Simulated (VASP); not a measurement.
# BN (P1) in VASP: notebook

The runs below take BN through single point, with PBE, RPBE+D3(BJ), RPBE.

All numbers are computed with VASP 6.6.1; they aren't measurements. Logs are shortened: lines on timing, memory, paths and dates and some standing lists are left out, and cuts for length are marked.

## 1. The cell of the first run

The typed cell holds 2 atoms: a = 2.498 Å, b = 2.482 Å, c = 3.262 Å, α = 101.30°, β = 100.24°, γ = 120.00°.

## 2. Single point, PBE

INCAR

```
SYSTEM = BN
  PREC = Accurate
  ENCUT = 600
  EDIFF = 1E-6
  ISMEAR = -1
  SIGMA = 0.0058
  LREAL = .False.
  LASPH = .True.
  NELM = 120
  ALGO = Normal
  ISIF = 2
  LWAVE = .False.
  LCHARG = .False.
  GGA = PE
  NBANDS = 11
  GGA_COMPAT = .False.
```

KPOINTS

```
regular mesh
0
Gamma
  4 4 4
  0 0 0
```

POSCAR

```
BN
1.0
    2.4980764810      0.0005876274      0.0202983635
   -1.2412476994      2.1487558037     -0.0094382119
   -0.6039520245     -1.0737664245      3.0203994357
B N
1 1
Direct
    0.9796430000      0.9834990000      0.0018060000
    0.6685060000      0.3323850000      0.9849990000
```

Potentials or basis: VASP PAW PBE potentials, release 64 (B, N).

Run with:

```bash
$ cat potpaw_PBE.64/B/POTCAR potpaw_PBE.64/N/POTCAR > POTCAR
$ mpirun -np 1 vasp_std > vasp.out
```

OUTCAR:

```text
SYSTEM = BN
   PREC = Accurate
   ENCUT = 600
   EDIFF = 1E-6
   ISMEAR = -1
   LREAL = .False.
   LASPH = .True.
   NELM = 120
   ISIF = 2
   GGA = PE

 ion  position               nearest neighbor table
   1  0.980  0.983  0.002-   2 1.38   2 1.43   2 1.51
   2  0.669  0.332  0.985-   1 1.38   1 1.43   1 1.51

  LATTYP: Found a triclinic cell.
 ALAT       =     2.4981590169
 B/A-ratio  =     2.1856086763
 C/A-ratio  =     1.4776382467
 COS(alpha) =     0.0020328216
 COS(beta)  =     0.4931551778
 COS(gamma) =     0.8089151513

  Lattice vectors:

 A1 = (   2.4980764810,   0.0005876274,   0.0202983635)
 A2 = (   4.3922009375,  -1.0725911697,   3.0609961627)
 A3 = (   1.8451997239,  -1.0749893792,  -3.0109612238)

Analysis of symmetry for initial positions (statically):
=====================================================================
 Subroutine PRICEL returns:
 Original cell was already a primitive cell.

 Routine SETGRP: Setting up the symmetry group for a
 triclinic supercell.

 Subroutine GETGRP returns: Found  1 space group operations
 (whereof  1 operations were pure point group operations)
 out of a pool of  2 trial point group operations.

The static configuration has the point symmetry C_1 .

Analysis of symmetry for dynamics (positions and initial velocities):
=====================================================================
 Subroutine PRICEL returns:
 Original cell was already a primitive cell.

 Routine SETGRP: Setting up the symmetry group for a
 triclinic supercell.

 Subroutine GETGRP returns: Found  1 space group operations
 (whereof  1 operations were pure point group operations)
 out of a pool of  2 trial point group operations.

The dynamic configuration has the point symmetry C_1 .

 Subroutine INISYM returns: Found  1 space group operations
 (whereof  1 operations are pure point group operations),
 and found     1 'primitive' translations

----------------------------------------------------------------------------------------

                                     Primitive cell

  volume of cell :      16.2431

  direct lattice vectors                    reciprocal lattice vectors
     2.498076481  0.000587627  0.020298363     0.398937687  0.231161214  0.161949565
    -1.241247699  2.148755804 -0.009438212    -0.001451117  0.465272604  0.165116471
    -0.603952024 -1.073766425  3.020399436    -0.002685565 -0.000099607  0.330509628

  length of vectors
     2.498159017  2.481518977  3.261984846     0.488686450  0.493704518  0.330520553

  position of ions in fractional coordinates (direct lattice)
     0.979643000  0.983499000  0.001806000
     0.668506000  0.332385000  0.984999000

  ion indices of the primitive-cell ions
   primitive index   ion index
                 1           1
                 2           2

----------------------------------------------------------------------------------------

 KPOINTS: regular mesh

Automatic generation of k-mesh.
 Grid dimensions read from file:
 generate k-points for:    4    4    4

 Generating k-lattice:

  Cartesian coordinates                     Fractional coordinates (reciprocal lattice)
     0.099734422  0.057790303  0.040487391     0.250000000 -0.000000000  0.000000000
    -0.000362779  0.116318151  0.041279118    -0.000000000  0.250000000  0.000000000
    -0.000671391 -0.000024902  0.082627407     0.000000000  0.000000000  0.250000000

  Length of vectors
     0.122171612  0.123426129  0.082630138

  Shift w.r.t. Gamma in fractional coordinates (k-lattice)
     0.000000000  0.000000000  0.000000000

 Subroutine IBZKPT returns following result:
 ===========================================

 Found     36 irreducible k-points:

 Following reciprocal coordinates:
            Coordinates               Weight
  0.000000  0.000000  0.000000      1.000000
  0.250000 -0.000000 -0.000000      2.000000
  0.500000 -0.000000 -0.000000      1.000000
  0.000000  0.250000 -0.000000      2.000000
  0.250000  0.250000 -0.000000      2.000000
  0.500000  0.250000 -0.000000      2.000000
[... 16 lines left out ...]
  0.000000 -0.250000  0.250000      2.000000
  0.250000 -0.250000  0.250000      2.000000
 [... further k-points ...]
   k-points           NKPTS =     36   k-points in BZ     NKDIM =     36   number of bands    NBANDS=     11
   number of dos      NEDOS =    301   number of ions     NIONS =      2
   total plane-waves  NPLWV =  11200
   dimension x,y,z NGX =    20 NGY =   20 NGZ =   28
   dimension x,y,z NGXF=    40 NGYF=   40 NGZF=   56
   ions per type =               1   1
   NGX,Y,Z   is equivalent  to a cutoff of  13.31, 13.40, 14.27 a.u.
   NGXF,Y,Z  is equivalent  to a cutoff of  26.62, 26.80, 28.54 a.u.
 SYSTEM =  BN
   PREC   = accura    normal or accurate (medium, high low for compatibility)
   ISTART =      0    job   : 0-new  1-cont  2-samecut
   ICHARG =      2    charge: 1-file 2-atom 10-const
   ISPIN  =      1    spin polarized calculation?
[... 63 lines left out ...]
      3       1.0897      2.00000
      4       2.6864      2.00000
      5       9.0084      0.00000
      6      13.8267      0.00000
      7      16.0422      0.00000
      8      16.7444      0.00000
      9      18.8341      0.00000
     10      29.2320      0.00000
     11      31.0427      0.00000

 k-point     2 :       0.2500   -0.0000   -0.0000
  band No.  band energies     occupation
      1     -13.6198      2.00000
      2      -1.6051      2.00000
      3      -0.2445      2.00000
      4       0.4015      2.00000
      5      11.2000      0.00000
      6      13.2091      0.00000
      7      14.6576      0.00000
      8      20.2102      0.00000
      9      21.3075      0.00000
     10      23.8742      0.00000
     11      28.6402      0.00000

 k-point     3 :       0.5000   -0.0000   -0.0000
  band No.  band energies     occupation
      1     -11.4449      2.00000
      2      -5.6998      2.00000
      3      -1.3249      2.00000
      4       1.9248      2.00000
      5       8.5668      0.00000
      6      13.3053      0.00000
      7      17.2488      0.00000
      8      20.6592      0.00000
      9      24.1393      0.00000
     10      25.5593      0.00000
     11      27.0850      0.00000

 k-point     4 :       0.0000    0.2500   -0.0000
  band No.  band energies     occupation
      1     -13.6440      2.00000
      2      -2.2219      2.00000
      3       0.4822      2.00000
      4       0.6513      2.00000
      5      10.8848      0.00000
      6      13.0636      0.00000
      7      14.9207      0.00000
      8      18.9924      0.00000
      9      21.8362      0.00000
     10      24.6685      0.00000
     11      28.6928      0.00000

 k-point     5 :       0.2500    0.2500   -0.0000
  band No.  band energies     occupation
      1     -11.6211      2.00000
      2      -4.4980      2.00000
      3      -2.7797      2.00000
      4       1.9617      2.00000
      5       9.0320      0.00000
      6      15.1449      0.00000
      7      17.3528      0.00000
      8      19.2474      0.00000
      9      21.3456      0.00000
     10      25.4654      0.00000
     11      27.7791      0.00000
[... 211 lines left out ...]
 k-point    21 :       0.5000    0.5000    0.2500
  band No.  band energies     occupation
      1     -11.5230      2.00000
      2      -5.8592      2.00000
      3      -0.8141      2.00000
      4       2.2133      2.00000
      5       7.7703      0.00000
      6      13.1117      0.00000
      7      17.9571      0.00000
      8      19.9485      0.00000
      9      24.7067      0.00000
     10      26.1654      0.00000
     11      27.0924      0.00000

 k-point    22 :      -0.2500    0.5000    0.2500
  band No.  band energies     occupation
      1     -11.5503      2.00000
      2      -4.6154      2.00000
      3      -2.4570      2.00000
      4       1.3840      2.00000
      5       8.3159      0.00000
      6      16.4128      0.00000
      7      17.6300      0.00000
      8      18.6904      0.00000
      9      22.5430      0.00000
     10      25.8803      0.00000
     11      27.2524      0.00000

 k-point    23 :       0.0000   -0.2500    0.2500
  band No.  band energies     occupation
      1     -13.6432      2.00000
      2      -2.2149      2.00000
      3       0.4598      2.00000
      4       0.6639      2.00000
      5      11.0281      0.00000
      6      12.8762      0.00000
      7      15.0018      0.00000
      8      19.0192      0.00000
      9      21.8074      0.00000
     10      24.4914      0.00000
     11      28.3215      0.00000

 k-point    24 :       0.2500   -0.2500    0.2500
  band No.  band energies     occupation
      1     -13.4792      2.00000
      2      -2.1861      2.00000
      3      -0.5758      2.00000
      4       0.5081      2.00000
      5      11.6022      0.00000
      6      13.4649      0.00000
      7      16.2521      0.00000
      8      19.5562      0.00000
      9      20.8000      0.00000
     10      25.7257      0.00000
     11      28.3097      0.00000

 [... further k-points ...]

------------------------ aborting loop because EDIFF is reached ----------------------------------------

  FORCE on cell =-STRESS in cart. coord.  units (eV):
  Direction    XX          YY          ZZ          XY          YZ          ZX
  --------------------------------------------------------------------------------------
  -------------------------------------------------------------------------------------
  Total        0.2668342      2.5155128      0.8285471     -0.6424064      0.1077674      0.0624699
  in kB       26.3199048    248.1243754     81.7259714    -63.3654843     10.6299240      6.1618871
  external PRESSURE =     118.7234172 kB  Pullay stress =       0.0000000 kB

 VOLUME and BASIS-vectors are now :
 -----------------------------------------------------------------------------
  energy-cutoff  :      600.00
  volume of cell :       16.24
      direct lattice vectors                 reciprocal lattice vectors
     2.498076481  0.000587627  0.020298363     0.398937687  0.231161214  0.161949565
    -1.241247699  2.148755804 -0.009438212    -0.001451117  0.465272604  0.165116471
    -0.603952024 -1.073766425  3.020399436    -0.002685565 -0.000099607  0.330509628

 POSITION                                       TOTAL-FORCE (eV/Angst)
 -----------------------------------------------------------------------------------
      1.22537      2.11194      0.01606         1.757852      2.396228     -0.585575
      0.66251     -0.34305      2.98552        -1.757852     -2.396228      0.585575
 -----------------------------------------------------------------------------------
    total drift:                               -0.000192     -0.000121     -0.000200

  FREE ENERGIE OF THE ION-ELECTRON SYSTEM (eV)
  ---------------------------------------------------
  free  energy   TOTEN  =       -17.3706293997 eV

  energy  without entropy=      -17.3706293997  energy(sigma->0) =      -17.37062940
```

Wall time 8.3 s (1 thread of Intel Xeon 6975P-C, shared host); peak memory 0.13 GiB.

Results:

```yaml
Free_energy: -17.3706 eV
Pressure: 11.9 GPa
Largest_force: 3.029 eV/Å
Band_gap_on_the_k_mesh: 3.09 eV, indirect (least direct gap 4.91 eV)
```

Forces in eV/Å, atoms in the order of the input:
```
B    1.758  2.396 -0.586
N   -1.758 -2.396  0.586
```

Caveat: the k points lie up to 0.78 Å⁻¹ apart; forces of over 1 eV/Å act on the atoms, so gaps and moduli don't describe the material at rest.

## 3. Single point, RPBE+D3(BJ)

This run uses another cell than the first one, of 8.25 Å³/atom, 1.016 times its volume.

INCAR

```
PREC = Accurate
ENCUT = 600
EDIFF = 1E-6
ISMEAR = 0
SIGMA = 0.1
LREAL = F
LASPH = T
NELM = 120
ALGO = Normal
ISIF = 2
LWAVE = F
LCHARG = F
GGA = RP
IVDW = 12
NBANDS = 11
GGA_COMPAT = F
```

KPOINTS

```
regular mesh
0
Gamma
  4 4 4
```

POSCAR

```
BN
1.0
    2.5080409239      0.0000000000      0.0000000000
   -1.2467107647      2.1762310413      0.0000000000
   -0.6306650796     -1.0881155206      3.0225400000
B N
1 1
Direct
    1.9706430000      1.1604990000      0.0768060000
    1.6595060000      0.5093850000      1.0599990000
```

Potentials or basis: VASP PAW PBE potentials, release 64 (B, N).

Run with:

```bash
$ cat potpaw_PBE.64/B/POTCAR potpaw_PBE.64/N/POTCAR > POTCAR
$ mpirun -np 1 vasp_std > vasp.out
```

Run time: 9.4 s. Hardware: 1 thread of Intel Xeon 6975P-C, shared host; peak memory 0.14 GiB.

It converged, with:

```yaml
Free_energy: -17.5555 eV
Pressure: -1.0 GPa
Largest_force: 2.793 eV/Å
Band_gap_on_the_k_mesh: 3.11 eV, indirect (least direct gap 4.93 eV)
Dispersion_energy_per_atom: -0.462 eV
```

Forces on the atoms (eV/Å):
```
B    1.710  2.129 -0.584
N   -1.710 -2.129  0.584
```

Stress tensor (GPa, compression positive):
```
-8.23 -5.58  0.61
-5.58  4.55  1.18
 0.61  1.18  0.83
```

Levels at points of the mesh, in eV from the valence-band top:
```csv
k point,band 1,band 2,band 3,band 4,band 5,band 6,band 7,band 8
"(0.00, 0.00, 0.00)",-18.18,-3.63,-2.29,-0.67,5.82,10.40,12.49,13.15
"(0.50, 0.00, 0.00)",-14.78,-8.93,-4.68,-1.43,5.15,9.61,14.02,17.55
"(0.00, 0.50, 0.50)",-14.93,-9.19,-3.93,-1.00,4.25,9.69,14.20,17.47
"(0.00, 0.50, 0.00)",-14.93,-9.20,-3.93,-0.91,4.03,9.76,14.32,17.65
"(0.50, 0.00, 0.50)",-14.78,-8.94,-4.68,-1.32,4.82,9.66,14.26,17.81
"(0.50, 0.50, 0.00)",-15.02,-9.37,-4.09,0.00,6.41,9.21,12.87,14.93
"(0.00, 0.00, 0.50)",-17.62,-6.81,-2.31,-0.71,10.10,11.02,12.47,12.58
"(0.50, 0.50, 0.50)",-14.69,-8.84,-4.23,-2.03,3.11,9.30,15.88,19.88
```

Caveat: the k points lie up to 0.77 Å⁻¹ apart; three body term missing; the PAW data sets were made with another functional, which shifts forces and pressure a little. A k mesh can miss the band edges.

## 4. Single point, RPBE

This run uses another cell than the first one, of 8.25 Å³/atom, 1.016 times its volume.

INCAR

```
SYSTEM = BN
PREC = Accurate
ENCUT = 600
EDIFF = 1E-6
ISMEAR = 0
SIGMA = 0.1
LREAL = .False.
LASPH = .True.
NELM = 120
ALGO = Normal
ISIF = 2
LWAVE = .False.
LCHARG = .False.
GGA = RP
NBANDS = 11
GGA_COMPAT = .False.
```

KPOINTS

```
Automatic mesh
0
Gamma
  4 4 4
  0 0 0
```

POSCAR

```
BN
1.0
    2.5080409239      0.0000000000      0.0000000000
   -1.2467107647      2.1762310413      0.0000000000
   -0.6306650796     -1.0881155206      3.0225400000
B N
1 1
Direct
    0.9796430000      0.9834990000      0.0018060000
    0.6685060000      0.3323850000      0.9849990000
```

Run with:

```bash
$ cat potpaw_PBE.64/B/POTCAR potpaw_PBE.64/N/POTCAR > POTCAR
$ mpirun -np 1 vasp_std > vasp.out
```

It took 8.6 s on 1 thread of Intel Xeon 6975P-C, shared host; peak memory 0.12 GiB.

The run converged. Its results:

```
Free energy            : -16.6321 eV
Pressure               : 9.1 GPa
Largest force          : 2.798 eV/Å
Band gap on the k mesh : 3.11 eV, indirect (least direct gap 4.93 eV)
```

Forces on the atoms (eV/Å):
```
B    1.712  2.133 -0.591
N   -1.712 -2.133  0.591
```

Stress tensor (GPa, compression positive):
```
 1.99 -5.52  0.61
-5.52 14.70  1.19
 0.61  1.19 10.73
```

Levels at points of the mesh, in eV from the valence-band top:
| k point | band 1 | band 2 | band 3 | band 4 | band 5 | band 6 | band 7 | band 8 |
| --- | --- | --- | --- | --- | --- | --- | --- | --- |
| (0.00, 0.00, 0.00) | -18.18 | -3.63 | -2.29 | -0.67 | 5.82 | 10.40 | 12.49 | 13.15 |
| (0.50, 0.00, 0.00) | -14.78 | -8.93 | -4.68 | -1.43 | 5.15 | 9.61 | 14.02 | 17.55 |
| (0.00, 0.50, 0.50) | -14.93 | -9.19 | -3.93 | -1.00 | 4.25 | 9.69 | 14.20 | 17.47 |
| (0.00, 0.50, 0.00) | -14.93 | -9.20 | -3.93 | -0.91 | 4.03 | 9.76 | 14.32 | 17.65 |
| (0.50, 0.00, 0.50) | -14.78 | -8.94 | -4.68 | -1.32 | 4.82 | 9.66 | 14.26 | 17.81 |
| (0.50, 0.50, 0.00) | -15.02 | -9.37 | -4.09 | 0.00 | 6.41 | 9.21 | 12.87 | 14.93 |
| (0.00, 0.00, 0.50) | -17.62 | -6.81 | -2.31 | -0.71 | 10.10 | 11.02 | 12.47 | 12.58 |
| (0.50, 0.50, 0.50) | -14.69 | -8.84 | -4.23 | -2.03 | 3.11 | 9.30 | 15.88 | 19.88 |

Caveat: the k points lie up to 0.77 Å⁻¹ apart; the PAW data sets were made with another functional, which shifts forces and pressure a little. RPBE gaps usually lie below the measured ones, often by a third to a half.

## 5. Single point, PBE

This run uses another cell than the first one, of 8.25 Å³/atom, 1.016 times its volume.

INCAR

```
ALGO = Normal
EDIFF = 1E-6
ENCUT = 600
GGA = PE
GGA_COMPAT = False
ISIF = 2
ISMEAR = 0
LASPH = True
LCHARG = False
LREAL = False
LWAVE = False
NBANDS = 11
NELM = 120
PREC = Accurate
SIGMA = 0.1
```

KPOINTS

```
k-points
0
Gamma
  5 5 4
```

POSCAR is that of step 4.

Run with:

```bash
$ cat potpaw_PBE.64/B/POTCAR potpaw_PBE.64/N/POTCAR > POTCAR
$ mpirun -np 1 vasp_std > vasp.out
```

It took 9.1 s on 1 thread of Intel Xeon 6975P-C, shared host; peak memory 0.13 GiB.

It converged, with:

- Free energy: -17.4034 eV
- Pressure: 4.9 GPa
- Largest force: 2.733 eV/Å
- Band gap on the k mesh: 3.51 eV, indirect (least direct gap 4.81 eV)

Forces on the atoms (eV/Å):
```
B    1.668  2.083 -0.591
N   -1.668 -2.083  0.591
```

Stress tensor (GPa, compression positive):
```
-2.58 -5.02  0.52
-5.02  9.34  1.15
 0.52  1.15  7.93
```

Levels at points of the mesh, in eV from the valence-band top:
| k point | band 1 | band 2 | band 3 | band 4 | band 5 | band 6 | band 7 | band 8 | band 9 |
| --- | --- | --- | --- | --- | --- | --- | --- | --- | --- |
| (0.00, 0.00, 0.00) | -18.19 | -3.70 | -2.38 | -0.76 | 5.57 | 10.27 | 12.37 | 12.99 | 14.96 |
| (0.00, 0.00, 0.50) | -17.61 | -6.94 | -2.40 | -0.80 | 9.98 | 10.81 | 12.36 | 12.51 | 18.07 |

Caveat: the k points lie up to 0.61 Å⁻¹ apart; forces of over 1 eV/Å act on the atoms, so gaps and moduli don't describe the material at rest. A k mesh can miss the band edges.

## 6. The runs side by side

| level | cell | k mesh | smearing | gap on the mesh (eV) | pressure (GPa) | largest force (eV/Å) |
| --- | --- | --- | --- | --- | --- | --- |
| PBE | a = 2.498, b = 2.482, c = 3.262 Å, angles 101.3, 100.2, 120.0°, 2 atoms | 4 × 4 × 4 | fermi-dirac 0.0058 eV | 3.09 | 11.9 | 3.03 |
| RPBE+D3(BJ) | a = 2.508, b = 2.508, c = 3.274 Å, angles 101.1, 101.1, 119.8°, 2 atoms | 4 × 4 × 4 | gaussian 0.1 eV | 3.11 | -1.0 | 2.79 |
| RPBE | a = 2.508, b = 2.508, c = 3.274 Å, angles 101.1, 101.1, 119.8°, 2 atoms | 4 × 4 × 4 | gaussian 0.1 eV | 3.11 | 9.1 | 2.80 |
| PBE | a = 2.508, b = 2.508, c = 3.274 Å, angles 101.1, 101.1, 119.8°, 2 atoms | 5 × 5 × 4 | gaussian 0.1 eV | 3.51 | 4.9 | 2.73 |

Alike in all rows: task single point; potentials or basis VASP PAW PBE potentials, release 64 (B, N); no spin polarisation; cutoff (eV) 600.

Caveats: all runs use coarse meshes; forces of over 1 eV/Å act on the atoms, so gaps and moduli don't describe the material at rest (some runs); the PAW data sets were made with another functional, which shifts forces and pressure a little (some runs); three body term missing (some runs).

Absolute energies hang on the potentials; compare differences alone.
